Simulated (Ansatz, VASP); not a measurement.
**One calculation of ZnS, two programs**

File POSCAR:

```
ZnS
1.0
    3.7822379936      0.0000000000      0.0000000000
   -1.8911189968      3.2755141856      0.0000000000
    0.0000000000      0.0000000000      6.2081825480
Zn S
2 2
Direct
    0.3333333333      0.6666666667      0.0004376474
    0.6666666667      0.3333333333      0.5004376474
    0.3333333333      0.6666666667      0.3745623526
    0.6666666667      0.3333333333      0.8745623526
```

INCAR.step1

```
SYSTEM = ZnS
ALGO     = Normal         ! electronic algorithm
EDIFF    = 1E-4           ! SCF threshold, eV
ENCUT    = 520            ! plane-wave cutoff, eV
GGA      = PE             ! functional
ISMEAR   = 0              ! smearing method
LASPH    = .TRUE.         ! aspherical terms in the spheres
LCHARG   = .FALSE.        ! write CHGCAR
LREAL    = .FALSE.        ! projectors in reciprocal space
LWAVE    = .TRUE.         ! write WAVECAR
NBANDS   = 26             ! bands
NELM     = 60             ! most SCF steps
PREC     = Accurate       ! precision mode
SIGMA    = 0.01           ! smearing width, eV
```

The input INCAR.step2:

```
SYSTEM = ZnS
ALGO     = Normal         ! electronic algorithm
EDIFF    = 1E-6           ! SCF threshold, eV
ENCUT    = 520            ! plane-wave cutoff, eV
ISIF     = 2              ! what is computed and relaxed
ISMEAR   = 0              ! smearing method
ISTART   = 1            
LASPH    = .TRUE.         ! aspherical terms in the spheres
LCHARG   = .TRUE.         ! write CHGCAR
LELF     = .TRUE.         ! ELF
LMIXTAU  = .TRUE.       
LREAL    = .FALSE.        ! projectors in reciprocal space
LVHAR    = .TRUE.       
LWAVE    = .FALSE.        ! write WAVECAR
METAGGA  = R2SCAN         ! meta-GGA
NBANDS   = 26             ! bands
NELM     = 60             ! most SCF steps
PREC     = Accurate       ! precision mode
SIGMA    = 0.01           ! smearing width, eV
```

File KPOINTS:

```
k-points
0
G
  9 9 6
  0 0 0
```

Input for Ansatz:

```yaml
crystal:
  lattice:
    - [3.7822379936, 0.0, 0.0]
    - [-1.8911189968, 3.2755141856, 0.0]
    - [0.0, 0.0, 6.208182548]
  atoms:
    - { symbol: Zn, position: [0.3333333333, 0.6666666667, 0.0004376474] }
    - { symbol: Zn, position: [0.6666666667, 0.3333333333, 0.5004376474] }
    - { symbol: S, position: [0.3333333333, 0.6666666667, 0.3745623526] }
    - { symbol: S, position: [0.6666666667, 0.3333333333, 0.8745623526] }
basis:
  ecutwfc: 500
  xc_grid: 2
kpoints:
  mp_grid: { grid: [9, 9, 6] }
hamiltonian:
  xc: r2scan
  pseudopotentials: { kind: paw, azcp: { folder: soft_1 } }
scf:
  occupations: { method: fixed }
output:
  forces: true
  stress: true
  eigenvalues: true
  polarization: {}
```

Change from the starting cell: polar distortion scaled by 1.00.

Alike in both runs: task single point; functional r2SCAN; k mesh 9 × 9 × 6; no spin polarisation.

|  | VASP | Ansatz |
| --- | --- | --- |
| version | VASP 6.6.1 | Ansatz 0.2.0 |
| potentials or method | VASP PAW PBE potentials, release 64 (Zn, S), cutoff 520 eV | scalar-relativistic, plane waves, PAW |
| occupations | gaussian, width 0.01 eV | fixed |
| valence electrons in the cell | 36 | 36 |

```tsv
	VASP	Ansatz	Ansatz less VASP
gap on the k mesh at the Fermi level (eV)	2.88	2.86	-0.014
least direct gap on the mesh (eV)	2.88	2.86	-0.014
pressure (GPa)	1.6	1.6	-0.06
```

VASP's potentials were made for PBE, not for r2SCAN.
